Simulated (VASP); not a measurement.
Ta:

```
Ta
1.0
     2.90037    0.00000    0.00000
    -1.45019    2.51180    0.00000
     0.00000    0.00000    5.16627
Ta
2
Direct
  0.66667 0.33333 0.75000
  0.33333 0.66667 0.25000
```

This isn't the form of Ta at room conditions, which is bcc.

* Program: VASP 6.6.1
* Task: relaxation of cell and atoms
* Functional: PBEsol
* Potentials or basis: VASP PAW PBE potentials, release 64 (Ta_pv)
* Cutoff: 600 eV
* k mesh: 12 × 12 × 6
* Occupations: methfessel-paxton, width 0.1 eV
* Spin: no spin polarisation

At the start: pressure -7.4 GPa; volume 18.82 Å³/atom.

Task: Where does the relaxation end?

Result: Over 7 steps the energy falls by 16.9 meV/atom and the volume is 18.10 Å³/atom (-3.8 %); space group P6_3/mmc (No. 194, to 0.1 Å) before and after.

The path:
```
step  energy change (eV)  largest force (eV/Å)  pressure (GPa)  volume (Å³)
   1              0.0000                0.0000           -7.37        37.64
   2              0.1601                0.0000           21.62        33.11
   3             -0.0339                0.0000           -0.24        36.25
   4             -0.0339                0.0000           -0.01        36.21
   5             -0.0339                0.0000            0.15        36.18
   6             -0.0338                0.0000           -0.28        36.25
   7             -0.0339                0.0000           -0.01        36.21
```

Final structure:
```
Ta
1.0
     2.86204    0.00000    0.00000
    -1.43102    2.47860    0.00000
     0.00000    0.00000    5.10423
Ta
2
Direct
  0.66667 0.33333 0.75000
  0.33333 0.66667 0.25000
```

Caveat: the PAW data sets were made with another functional, which shifts forces and pressure a little.
